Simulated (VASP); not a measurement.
Set up this calculation in VASP 6.6.1, as the native input.

```
Task                   : single point
Functional             : PBE
Potentials or basis    : VASP PAW PBE potentials, release 64 (Ba_sv, S)
Cutoff                 : 520 eV
k mesh                 : 6 × 6 × 6
Occupations            : gaussian, width 0.01 eV
Spin                   : no spin polarisation
Dipole correction      : no
Further INCAR settings : ALGO = Normal; EDIFF = 1e-07; NBANDS = 15
```

The structure of BaS lies in POSCAR:

```
BaS
1.0
    0.0000000000      3.2119099264      3.2119099264
    3.2119099264      0.0000000000      3.2119099264
    3.2119099264      3.2119099264      0.0000000000
Ba S
1 1
Direct
    0.0000000000      0.0000000000      0.0000000000
    0.5000000000      0.5000000000      0.5000000000
```

The input as run:

INCAR

```
PREC = Accurate
ENCUT = 520
EDIFF = 1E-7
ISMEAR = 0
SIGMA = 0.01
LREAL = F
LASPH = T
NELM = 60
ALGO = Normal
ISIF = 2
LWAVE = F
LCHARG = F
GGA = PE
NBANDS = 15
```

KPOINTS

```
regular mesh
0
Gamma
  6 6 6
```

Potentials or basis: VASP PAW PBE potentials, release 64 (Ba_sv, S).

Command:

```bash
$ cat potpaw_PBE.64/Ba_sv/POTCAR potpaw_PBE.64/S/POTCAR > POTCAR
$ mpirun -np 1 vasp_std > vasp.out
```

It gave:

| Quantity | Value |
| --- | --- |
| Pressure | 0.6 GPa |
| Band gap on the k mesh | 2.13 eV, indirect (least direct gap 2.28 eV) |

Caveat: spin-orbit coupling is left out, which moves the levels of the heavy elements.

It took 24 s on 1 thread of Intel Xeon 6975P-C, on a shared host, peak memory 0.2 GiB.
